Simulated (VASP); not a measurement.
**Pd: single point with RPBE+D4**

Crystal: Pd.

```xyz
1
Lattice="0.0000 1.9721 1.9721 1.9721 0.0000 1.9721 1.9721 1.9721 0.0000" Properties=species:S:1:pos:R:3 pbc="T T T"
Pd    0.0000    0.0000    0.0000
```

```yaml
Program: VASP 6.6.1
Task: single point
Functional: RPBE
Dispersion: D4
Potentials_or_basis: VASP PAW PBE potentials, release 64 (Pd)
Cutoff: 520 eV
k_mesh: 12 × 12 × 12
Occupations: fermi-dirac, width 0.05 eV
Spin: no spin polarisation
Dipole_correction: no
Further_INCAR_settings: ALGO = Normal; EDIFF = 1e-07; NBANDS = 11
```

```json
{"Pressure": "-5.1 GPa", "Band gap on the k mesh": "zero (band 5 reaches 9.49 eV, above the bottom of band 6 at 8.02 eV)", "Dispersion energy per atom": "-0.922 eV"}
```

Levels at points of the mesh, in eV from the Fermi level:
```csv
k point,band 3,band 4,band 5,band 6,band 7,band 8
"(0.00, 0.00, 0.00)",-2.63,-2.63,-1.13,-1.13,17.20,21.78
"(0.50, 0.00, 0.00)",-2.68,-0.01,-0.01,1.17,7.08,16.55
"(0.50, 0.50, 0.00)",-0.04,0.28,0.28,3.43,10.43,13.08
```

Wall time 9.8 s on 1 thread of Intel Xeon 6975P-C, with other jobs on the host, peak memory 0.14 GiB.

Caveat: the PAW data sets were made with another functional, which shifts forces and pressure a little; pairwise dispersion overbinds metals, which lowers pressure and volume.
